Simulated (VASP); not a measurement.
AlN, 4 atoms in the cell. Symmetry: P6_3mc, No. 186, hexagonal system. Conventional cell: a = 3.004 Å, b = 3.004 Å, c = 4.748 Å, α = 90.00°, β = 90.00°, γ = 120.00°. Al (site symmetry 3m) has 4 N at 1.82 to 1.83 Å within 2.4 Å. N (site symmetry 3m) has 4 Al at 1.82 to 1.83 Å within 2.4 Å. 

| Quantity | Value |
| --- | --- |
| Program | VASP 6.6.1 |
| Task | single point |
| Functional | PBEsol |
| Potentials or basis | VASP PAW PBE potentials, release 64 (Al, N) |
| Cutoff | 520 eV |
| k mesh | 10 × 10 × 6 |
| Occupations | fermi-dirac, width 0.05 eV |
| Spin | no spin polarisation |
| Dipole correction | no |
| Further INCAR settings | ALGO = Normal; EDIFF = 1e-06; NBANDS = 16 |

Potentials or basis: VASP PAW PBE potentials, release 64 (Al, N).

Launch:

```console
$ cat potpaw_PBE.64/Al/POTCAR potpaw_PBE.64/N/POTCAR > POTCAR
$ mpirun -np 1 vasp_std > vasp.out
```

Hardware: 1 thread of Intel(R) Xeon(R) 6975P-C (Granite Rapids) (shared host).

Estimate the wall time of this run.

It took 9.5 s on 1 thread of Intel(R) Xeon(R) 6975P-C (Granite Rapids), with other jobs on the host, peak memory 0.16 GiB. Counts: scf iterations 12, k points 56.
